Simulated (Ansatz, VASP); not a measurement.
**One calculation of SnSe, two programs**

```
CELL_PARAMETERS angstrom
0.00000 2.99680 2.99680
2.99680 0.00000 2.99680
2.99680 2.99680 0.00000
ATOMIC_POSITIONS crystal
Sn 0.00000 0.00000 0.00000
Se 0.50000 0.50000 0.50000
```

Alike in both runs: task single point; functional revPBE; dispersion D3(BJ); k mesh 8 × 8 × 8; occupations gaussian, width 0.05 eV; no spin polarisation.

|  | VASP | Ansatz |
| --- | --- | --- |
| version | VASP 6.6.1 | Ansatz 0.2.0 |
| potentials or method | VASP PAW PBE potentials, release 64 (Sn_d, Se), cutoff 500 eV | scalar-relativistic, plane waves, PAW |
| valence electrons in the cell | 20 | 30 |

|  | VASP | Ansatz | Ansatz less VASP |
| --- | --- | --- | --- |
| gap on the k mesh at the Fermi level (eV) | 0.61 | 0.61 | -0.001 |
| least direct gap on the mesh (eV) | 0.61 | 0.61 | -0.001 |
| pressure (GPa) | -1.4 | -1.3 | +0.02 |

VASP's potentials were made for PBE, not for revPBE. VASP's potentials hold 20 valence electrons a cell and Ansatz's 30, so a difference there can come from the potentials and not from the codes.
